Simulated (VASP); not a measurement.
# ZnO (P6_3/mmc) in VASP: notebook

The runs below take ZnO through single point, with LDA, PBEsol, PBE.

Program: VASP 6.6.1. These are calculated values, not measurements. Logs are shortened: lines on timing, memory, paths and dates and some standing lists are left out, and cuts for length are marked.

**1. The cell of the first run**

Symmetry: P6_3/mmc, No. 194, hexagonal system. Conventional cell: a = 2.943 Å, b = 2.943 Å, c = 5.052 Å, α = 90.00°, β = 90.00°, γ = 120.00°. Within 2.8 Å of Zn (site symmetry -3m) lie 6 O at 2.12 Å and 2 Zn at 2.53 Å. Within 2.8 Å of O (site symmetry -6m2) lie 6 Zn at 2.12 Å.

**2. Single point, LDA**

INCAR

```
PREC = Accurate
ENCUT = 520
EDIFF = 1E-7
ISMEAR = -1
SIGMA = 0.02
LREAL = F
LASPH = T
NELM = 100
ALGO = Normal
ISIF = 2
LWAVE = F
LCHARG = F
GGA = CA
NBANDS = 26
```

KPOINTS

```
regular mesh
0
Gamma
  12 12 4
```

POSCAR

```
ZnO
1.0
    2.9425379318      0.0000000000      0.0000000000
   -1.4712689659      2.5483126006      0.0000000000
    0.0000000000      0.0000000000      5.0523653687
Zn O
2 2
Direct
    0.0000000000      0.0000000000      0.0000000000
    0.0000000000      0.0000000000      0.5000000000
    0.3333333333      0.6666666667      0.2500000000
    0.6666666667      0.3333333333      0.7500000000
```

Potentials or basis: VASP PAW LDA potentials, release 64 (Zn, O).

On the command line:

```
> cat potpaw_LDA.64/Zn/POTCAR potpaw_LDA.64/O/POTCAR > POTCAR
> mpirun -np 1 vasp_std > vasp.out
```

OUTCAR:

```text
PREC = Accurate
   ENCUT = 520
   EDIFF = 1E-7
   ISMEAR = -1
   LREAL = F
   LASPH = T
   NELM = 100
   ISIF = 2
   GGA = CA

 ion  position               nearest neighbor table
   1  0.000  0.000  0.000-   3 2.12   4 2.12   4 2.12   3 2.12   4 2.12   3 2.12   2 2.53   2 2.53

   2  0.000  0.000  0.500-   3 2.12   4 2.12   4 2.12   3 2.12   4 2.12   3 2.12   1 2.53   1 2.53

   3  0.333  0.667  0.250-   1 2.12   2 2.12   1 2.12   2 2.12   1 2.12   2 2.12
   4  0.667  0.333  0.750-   1 2.12   2 2.12   1 2.12   2 2.12   1 2.12   2 2.12

  LATTYP: Found a hexagonal cell.
 ALAT       =     2.9425379318
 C/A-ratio  =     1.7170094272

  Lattice vectors:

 A1 = (   2.9425379318,   0.0000000000,   0.0000000000)
 A2 = (  -1.4712689659,   2.5483126006,   0.0000000000)
 A3 = (   0.0000000000,   0.0000000000,   5.0523653687)

Analysis of symmetry for initial positions (statically):
=====================================================================
 Subroutine PRICEL returns:
 Original cell was already a primitive cell.

 Routine SETGRP: Setting up the symmetry group for a
 hexagonal supercell.

 Subroutine GETGRP returns: Found 24 space group operations
 (whereof 12 operations were pure point group operations)
 out of a pool of 24 trial point group operations.

The static configuration has the point symmetry D_3d.
 The point group associated with its full space group is D_6h.

Analysis of symmetry for dynamics (positions and initial velocities):
=====================================================================
 Subroutine PRICEL returns:
 Original cell was already a primitive cell.

 Routine SETGRP: Setting up the symmetry group for a
 hexagonal supercell.

 Subroutine GETGRP returns: Found 24 space group operations
 (whereof 12 operations were pure point group operations)
 out of a pool of 24 trial point group operations.

The dynamic configuration has the point symmetry D_3d.
 The point group associated with its full space group is D_6h.

 Subroutine INISYM returns: Found 24 space group operations
 (whereof 12 operations are pure point group operations),
 and found     1 'primitive' translations

----------------------------------------------------------------------------------------

                                     Primitive cell

  volume of cell :      37.8852

  direct lattice vectors                    reciprocal lattice vectors
     2.942537932  0.000000000  0.000000000     0.339842688  0.196208267  0.000000000
    -1.471268966  2.548312601  0.000000000     0.000000000  0.392416535  0.000000000
     0.000000000  0.000000000  5.052365369     0.000000000  0.000000000  0.197927095

  length of vectors
     2.942537932  2.942537932  5.052365369     0.392416535  0.392416535  0.197927095

  position of ions in fractional coordinates (direct lattice)
     0.000000000  0.000000000  0.000000000
     0.000000000  0.000000000  0.500000000
     0.333333333  0.666666667  0.250000000
     0.666666667  0.333333333  0.750000000

  ion indices of the primitive-cell ions
   primitive index   ion index
                 1           1
                 2           2
                 3           3
                 4           4

----------------------------------------------------------------------------------------

 KPOINTS: regular mesh

Automatic generation of k-mesh.
 Grid dimensions read from file:
 generate k-points for:   12   12    4

 Generating k-lattice:

  Cartesian coordinates                     Fractional coordinates (reciprocal lattice)
     0.028320224  0.016350689  0.000000000     0.083333333 -0.000000000  0.000000000
     0.000000000  0.032701378  0.000000000     0.000000000  0.083333333  0.000000000
     0.000000000  0.000000000  0.049481774     0.000000000  0.000000000  0.250000000

  Length of vectors
     0.032701378  0.032701378  0.049481774

  Shift w.r.t. Gamma in fractional coordinates (k-lattice)
     0.000000000  0.000000000  0.000000000

 Subroutine IBZKPT returns following result:
 ===========================================

 Found     57 irreducible k-points:

 Following reciprocal coordinates:
            Coordinates               Weight
  0.000000  0.000000  0.000000      1.000000
  0.083333 -0.000000  0.000000      6.000000
  0.166667 -0.000000  0.000000      6.000000
  0.250000 -0.000000  0.000000      6.000000
  0.333333 -0.000000  0.000000      6.000000
  0.416667 -0.000000  0.000000      6.000000
[... 16 lines left out ...]
  0.250000 -0.000000  0.250000     12.000000
  0.333333 -0.000000  0.250000     12.000000
 [... further k-points ...]
   k-points           NKPTS =     57   k-points in BZ     NKDIM =     57   number of bands    NBANDS=     26
   number of dos      NEDOS =    301   number of ions     NIONS =      4
   total plane-waves  NPLWV =  23040
   dimension x,y,z NGX =    24 NGY =   24 NGZ =   40
   dimension x,y,z NGXF=    48 NGYF=   48 NGZF=   80
   ions per type =               2   2
   NGX,Y,Z   is equivalent  to a cutoff of  13.56, 13.56, 13.16 a.u.
   NGXF,Y,Z  is equivalent  to a cutoff of  27.12, 27.12, 26.32 a.u.
 SYSTEM =  unknown system
   PREC   = accura    normal or accurate (medium, high low for compatibility)
   ISTART =      0    job   : 0-new  1-cont  2-samecut
   ICHARG =      2    charge: 1-file 2-atom 10-const
   ISPIN  =      1    spin polarized calculation?
   LNONCOLLINEAR =      F non collinear calculations
   LSORBIT =      F    spin-orbit coupling
   LASPH  =      T    aspherical Exc in radial PAW
   ENCUT  =  520.0 eV  38.22 Ry    6.18 a.u.   5.47  5.47  9.39*2*pi/ulx,y,z
   NELM   =    100;   NELMIN=  2; NELMDL= -5     # of ELM steps
   EDIFF  = 0.1E-06   stopping-criterion for ELM
   LREAL  =      F    real-space projection
   EDIFFG = 0.1E-05   stopping-criterion for IOM
   NSW    =      0    number of steps for IOM
   IBRION =     -1    ionic relax: 0-MD 1-quasi-New 2-CG
   NFREE  =      0    steps in history (QN), initial steepest desc. (CG)
   ISIF   =      2    stress and relaxation
   ISYM   =      2    0-nonsym 1-usesym 2-fastsym
   POTIM  = 0.5000    time-step for ionic-motion
   TEBEG  =    0.0;   TEEND  =   0.0 temperature during run
   PSTRESS=    0.0 pullay stress
   NELECT =      36.0000    total number of electrons
   NUPDOWN=      -1.0000    fix difference up-down
   EMIN   =  10.00;   EMAX   =-10.00  energy-range for DOS
   EFERMI =   0.00;   METHOD = LEGACY
   ISMEAR =    -1;   SIGMA  =   0.02  broadening in eV -4-tet -1-fermi 0-gaus
   EFERMI_NEDOS =   21; number of points for ismear=-14 and -15
   IALGO  =     38    algorithm
   IMIX   =      4    mixing-type and parameters
     AMIX     =   0.40;   BMIX     =  1.00
     AMIX_MAG =   1.60;   BMIX_MAG =  1.00
  volume/ion in A,a.u.               =       9.47        63.92
  Fermi-wavevector in a.u.,A,eV,Ry     =   1.609481  3.041478 35.244923  2.590429
  Thomas-Fermi vector in A             =   2.705184
   LORBIT       =      0    0 simple, 1 ext, 2 COOP (PROOUT), +10 PAW based schemes
   GGA     = CA    functional components
   LHFCALC =     F    Hartree Fock is set to
   AEXX    =    0.0000 exact exchange contribution
   IVDW    =     0    specifies the selected vdW correction
   LEPSILON=     F    determine dielectric tensor
   LRPA    =     F    only Hartree local field effects (RPA)
 non-spin polarized calculation
  energy-cutoff  :      520.00
  volume of cell :       37.89
 maximum number of plane-waves:      1051
 NGX is ok and might be reduce to    24
   NGX = 11   NGY = 11   NGZ = 19

 number of electron      35.9999999 magnetization

 Free energy of the ion-electron system (eV)
  ---------------------------------------------------
  ext. energy  EPLUGINS =         0.00000000
  ---------------------------------------------------
  free energy    TOTEN  =       -20.39441972 eV

  energy without entropy =      -20.39441972  energy(sigma->0) =      -20.39441972

 E-fermi :   3.2131     XC(G=0): -12.9660

 val. band max:        2.8111210549   @ k =   0.0000   0.0000   0.0000
 cond. band min:       3.7291574715   @ k =   0.0000   0.0000   0.0000
 fundamental gap:      0.9180364165
 Fermi energy:         3.2130790228

 k-point     1 :       0.0000    0.0000    0.0000
  band No.  band energies     occupation
      1     -15.8578      2.00000
      2     -14.4383      2.00000
      3      -5.0752      2.00000
      4      -3.2940      2.00000
      5      -3.2940      2.00000
      6      -3.0938      2.00000
[... 18 lines left out ...]
     25      20.9121      0.00000
     26      21.1805      0.00000

 k-point     2 :       0.0833   -0.0000    0.0000
  band No.  band energies     occupation
      1     -15.7780      2.00000
      2     -14.4117      2.00000
      3      -4.9497      2.00000
      4      -3.2818      2.00000
      5      -3.2757      2.00000
      6      -3.0960      2.00000
[... 18 lines left out ...]
     25      19.5730      0.00000
     26      20.0040      0.00000

 k-point     3 :       0.1667   -0.0000    0.0000
  band No.  band energies     occupation
      1     -15.5503      2.00000
      2     -14.3395      2.00000
      3      -4.5914      2.00000
      4      -3.2436      2.00000
      5      -3.2428      2.00000
      6      -3.1433      2.00000
[... 18 lines left out ...]
     25      17.6730      0.00000
     26      18.7654      0.00000

 k-point     4 :       0.2500   -0.0000    0.0000
  band No.  band energies     occupation
      1     -15.2101      2.00000
      2     -14.2435      2.00000
      3      -4.0772      2.00000
      4      -3.4778      2.00000
      5      -3.2468      2.00000
      6      -3.1726      2.00000
[... 18 lines left out ...]
     25      17.4616      0.00000
     26      17.8525      0.00000
[... 496 lines left out ...]
      1     -15.3960      2.00000
      2     -14.5451      2.00000
      3      -4.2912      2.00000
      4      -3.1098      2.00000
      5      -3.0836      2.00000
      6      -3.0227      2.00000
[... 18 lines left out ...]
     25      17.4711      0.00000
     26      18.4366      0.00000

 k-point    23 :       0.2500   -0.0000    0.2500
  band No.  band energies     occupation
      1     -15.0817      2.00000
      2     -14.4003      2.00000
      3      -4.0546      2.00000
      4      -3.5195      2.00000
      5      -3.1130      2.00000
      6      -3.0454      2.00000
[... 18 lines left out ...]
     25      17.5101      0.00000
     26      17.8385      0.00000

 k-point    24 :       0.3333   -0.0000    0.2500
  band No.  band energies     occupation
      1     -14.7275      2.00000
      2     -14.2604      2.00000
      3      -4.1149      2.00000
      4      -3.8712      2.00000
      5      -3.1633      2.00000
      6      -3.0814      2.00000
[... 18 lines left out ...]
     25      16.7757      0.00000
     26      18.0410      0.00000

 [... further k-points ...]
[... 5 lines left out ...]
  --------------------------------------------------------------------------------------
  -------------------------------------------------------------------------------------
  Total        0.3414645      0.3414645      0.3906331      0.0000000     -0.0000000      0.0000000
  in kB       14.4406449     14.4406449     16.5200008      0.0000000     -0.0000000      0.0000000
  external PRESSURE =      15.1337635 kB  Pullay stress =       0.0000000 kB

 VOLUME and BASIS-vectors are now :
 -----------------------------------------------------------------------------
  energy-cutoff  :      520.00
  volume of cell :       37.89
      direct lattice vectors                 reciprocal lattice vectors
     2.942537932  0.000000000  0.000000000     0.339842688  0.196208267  0.000000000
    -1.471268966  2.548312601  0.000000000     0.000000000  0.392416535  0.000000000
     0.000000000  0.000000000  5.052365369     0.000000000  0.000000000  0.197927095

 POSITION                                       TOTAL-FORCE (eV/Angst)
 -----------------------------------------------------------------------------------
      0.00000      0.00000      0.00000         0.000000      0.000000     -0.000000
      0.00000      0.00000      2.52618         0.000000      0.000000     -0.000000
     -0.00000      1.69888      1.26309        -0.000000     -0.000000     -0.000000
      1.47127      0.84944      3.78927        -0.000000      0.000000      0.000000
 -----------------------------------------------------------------------------------
    total drift:                               -0.000000      0.000000      0.000000

  FREE ENERGIE OF THE ION-ELECTRON SYSTEM (eV)
  ---------------------------------------------------
  free  energy   TOTEN  =       -20.3944197187 eV

  energy  without entropy=      -20.3944197187  energy(sigma->0) =      -20.39441972
```

Wall time 36 s (1 thread of Intel Xeon Platinum 8488C (Sapphire Rapids), shared host); peak memory 0.16 GiB.

Results:

| Property | Result |
| --- | --- |
| Free energy | -20.3944 eV |
| Pressure | 1.5 GPa |
| Band gap on the k mesh | 0.92 eV, direct |

Stress tensor (GPa, compression positive):
```
1.44 0.00 0.00
0.00 1.44 0.00
0.00 0.00 1.65
```

**3. Single point, PBEsol**

This run uses another cell than the first one, of 9.83 Å³/atom, 1.038 times its volume.

INCAR

```
PREC = Accurate ; ENCUT = 520
EDIFF = 1E-6 ; ISMEAR = -1
SIGMA = 0.02 ; LREAL = F
LASPH = T ; NELM = 100
ALGO = Normal ; ISIF = 2
LWAVE = F ; LCHARG = T
GGA = PS ; LELF = T
LVHAR = T ; NBANDS = 26
```

KPOINTS

```
Automatic mesh
0
Gamma
  12 12 4
```

POSCAR

```
ZnO
1.0
    2.9776189452      0.0000000000      0.0000000000
   -1.4888094726      2.5786936493      0.0000000000
    0.0000000000      0.0000000000      5.1192258110
Zn O
2 2
Direct
    0.0000000000      0.0000000000      0.0000000000
    0.0000000000      0.0000000000      0.5000000000
    0.3333333333      0.6666666667      0.2500000000
    0.6666666667      0.3333333333      0.7500000000
```

Potentials or basis: VASP PAW PBE potentials, release 64 (Zn, O).

On the command line:

```
> cat potpaw_PBE.64/Zn/POTCAR potpaw_PBE.64/O/POTCAR > POTCAR
> mpirun -np 1 vasp_std > vasp.out
```

Wall time 37 s (1 thread of Intel Xeon Platinum 8488C (Sapphire Rapids), shared host); peak memory 0.18 GiB.

It converged, with:

* Free energy: -18.6520 eV
* Pressure: 1.1 GPa
* Band gap on the k mesh: 0.65 eV, direct

Stress tensor (GPa, compression positive):
```
1.04 0.00 0.00
0.00 1.04 0.00
0.00 0.00 1.16
```

Levels at points of the mesh, in eV from the valence-band top:
```tsv
k point	band 14	band 15	band 16	band 17	band 18	band 19	band 20	band 21	band 22	band 23
(0.00, 0.00, 0.00)	-1.65	-1.26	-1.26	0.00	0.00	0.65	5.47	8.62	13.88	13.88
(0.50, 0.00, 0.00)	-4.06	-3.45	-2.61	-0.77	-0.05	5.93	6.40	6.97	9.87	10.67
(0.00, 0.00, 0.50)	-3.78	-0.54	-0.54	-0.54	-0.54	3.75	3.75	10.90	10.90	14.94
(0.50, 0.00, 0.50)	-3.94	-1.42	-1.42	-1.20	-1.20	5.04	5.04	9.70	9.70	11.45
```

Caveat: the PAW data sets were made with another functional, which shifts forces and pressure a little.

**4. Single point, PBE**

This run uses another cell than the first one, of 9.83 Å³/atom, 1.038 times its volume.

INCAR

```
ALGO = Normal
EDIFF = 1E-7
ENCUT = 520
GGA = PE
ISIF = 2
ISMEAR = -1
LASPH = True
LCHARG = False
LREAL = False
LWAVE = False
NBANDS = 26
NELM = 60
PREC = Accurate
SIGMA = 0.02
```

KPOINTS

```
k-points
0
Gamma
  12 12 6
```

POSCAR

```
ZnO
1.0
    2.9768608459      0.0000000000      0.0000000000
   -1.4884304230      2.5780371161      0.0000000000
    0.0000000000      0.0000000000      5.1256343879
Zn O
2 2
Direct
    0.0000000000      0.0000000000      0.0000000000
    0.0000000000      0.0000000000      0.5000000000
    0.3333333333      0.6666666667      0.2500000000
    0.6666666667      0.3333333333      0.7500000000
```

On the command line:

```
> cat potpaw_PBE.64/Zn/POTCAR potpaw_PBE.64/O/POTCAR > POTCAR
> mpirun -np 1 vasp_std > vasp.out
```

Run time: 52 s. Hardware: 1 thread of Intel Xeon Platinum 8488C (Sapphire Rapids), shared host; peak memory 0.2 GiB.

Results (log left out):

| Item | Value |
| --- | --- |
| Free energy | -16.8976 eV |
| Pressure | 9.1 GPa |
| Band gap on the k mesh | 0.73 eV, direct |

Stress tensor (GPa, compression positive):
```
8.94 0.00 0.00
0.00 8.94 0.00
0.00 0.00 9.47
```

Levels at points of the mesh, in eV from the valence-band top:
| k point | band 14 | band 15 | band 16 | band 17 | band 18 | band 19 | band 20 | band 21 | band 22 | band 23 |
| --- | --- | --- | --- | --- | --- | --- | --- | --- | --- | --- |
| (0.00, 0.00, 0.00) | -1.64 | -1.24 | -1.24 | 0.00 | 0.00 | 0.73 | 5.63 | 8.67 | 14.04 | 14.04 |
| (0.50, 0.00, 0.00) | -3.99 | -3.44 | -2.56 | -0.76 | -0.05 | 6.07 | 6.48 | 7.04 | 9.98 | 10.78 |
| (0.00, 0.00, 0.50) | -3.75 | -0.53 | -0.53 | -0.53 | -0.53 | 3.82 | 3.82 | 11.04 | 11.04 | 15.10 |
| (0.50, 0.00, 0.50) | -3.93 | -1.41 | -1.41 | -1.18 | -1.18 | 5.15 | 5.15 | 9.79 | 9.79 | 11.62 |

**5. Overview**

```csv
level,potentials or basis,cell,k mesh,gap on the mesh (eV),pressure (GPa)
LDA,"VASP PAW LDA potentials, release 64 (Zn, O)","a = 2.943, b = 2.943, c = 5.052 Å, angles 90.0, 90.0, 120.0°, 4 atoms",12 × 12 × 4,0.92,1.5
PBEsol,"VASP PAW PBE potentials, release 64 (Zn, O)","a = 2.978, b = 2.978, c = 5.119 Å, angles 90.0, 90.0, 120.0°, 4 atoms",12 × 12 × 4,0.65,1.1
PBE,"VASP PAW PBE potentials, release 64 (Zn, O)","a = 2.977, b = 2.977, c = 5.126 Å, angles 90.0, 90.0, 120.0°, 4 atoms",12 × 12 × 6,0.73,9.1
```

Alike in all rows: task single point; no spin polarisation; cutoff (eV) 520; smearing fermi-dirac 0.02 eV.

Caveats: the PAW data sets were made with another functional, which shifts forces and pressure a little (some runs).

Absolute energies hang on the potentials; compare differences alone.
